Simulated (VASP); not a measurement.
# NaF: relaxation of cell and atoms with PBE

NaF:

```
Na F
1.0
     0.00000    2.29042    2.29042
     2.29042    0.00000    2.29042
     2.29042    2.29042    0.00000
Na F
1 1
Direct
  0.00000 0.00000 0.00000
  0.50000 0.50000 0.50000
```

| Quantity | Value |
| --- | --- |
| Program | VASP 6.6.1 |
| Task | relaxation of cell and atoms |
| Functional | PBE |
| Potentials or basis | VASP PAW PBE potentials, release 64 (Na_pv, F) |
| Cutoff | 600 eV |
| k mesh | 8 × 8 × 8 |
| Occupations | gaussian, width 0.02 eV |
| Spin | no spin polarisation |
| Target pressure | 4 GPa |
| Dipole correction | no |
| Further INCAR settings | ALGO = Normal; EDIFF = 1e-06; IBRION = 2; EDIFFG = -0.008; NSW = 70; ISIF = 3 |

| Quantity | Value |
| --- | --- |
| Pressure after relaxing | 4.0 GPa |
| Band gap on the k mesh | 6.49 eV, direct |

Final structure:
```yaml
crystal:
  lattice:
    - [0.00000, 2.29042, 2.29042]
    - [2.29042, 0.00000, 2.29042]
    - [2.29042, 2.29042, 0.00000]
  atoms:
    - { symbol: Na, position: [0.00000, 0.00000, 0.00000] }
    - { symbol: F, position: [0.50000, 0.50000, 0.50000] }
```

Levels at points of the mesh, in eV from the valence-band top:
```
           k point  band 5  band 6  band 7  band 8  band 9  band 10
(0.00, 0.00, 0.00)    0.00    0.00    0.00    6.49   19.23    19.23
(0.50, 0.00, 0.00)   -1.66   -0.27   -0.27   11.00   12.77    20.49
(0.50, 0.50, 0.00)   -1.33   -0.42   -0.42   13.43   13.45    13.96
```

It used 7.3 s of CPU time on 1 thread of Intel Xeon 6975P-C, with other jobs on the host.

Caveat: the relaxation stopped at its first step, so nothing moved; the cell is relaxed towards a set pressure, so the enthalpy falls and the energy may rise. A hybrid or GW would open this gap; PBE tends to underestimate it.
